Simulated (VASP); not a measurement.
The system is CO2.

```
C O
1.0
     4.22721    0.00000    0.00000
     0.00000    4.22721    0.00000
     0.00000    0.00000    4.68777
C O
2 4
Direct
  0.50000 0.50000 0.50000
  0.00000 0.00000 0.00000
  0.30483 0.69517 0.50000
  0.69517 0.30483 0.50000
  0.19517 0.19517 0.00000
  0.80483 0.80483 0.00000
```

Base run:

- Program: VASP 6.6.1
- Functional: r2SCAN
- Potentials or basis: VASP PAW PBE potentials, release 64 (C, O)
- Cutoff: 520 eV
- k mesh: 6 × 6 × 6
- Occupations: gaussian, width 0.05 eV
- Spin: no spin polarisation

Its results: band gap on the k mesh 7.16 eV, indirect (least direct gap 7.64 eV); pressure 0.2 GPa; largest force 0.041 eV/Å.

Q: The run is repeated on the same cell with these changes: functional from r2SCAN to PBE; further incar settings from ALGO = Normal; EDIFF = 1e-07; NBANDS = 25 to ALGO = Normal; EDIFF = 1e-06; NBANDS = 25. What comes out?

A: Band gap on the k mesh 6.57 eV, indirect (least direct gap 7.04 eV); pressure 4.1 GPa; largest force 0.781 eV/Å.

Caveats: the PAW data sets were made with another functional, which shifts forces and pressure a little (some runs).

A k mesh can miss the band edges.
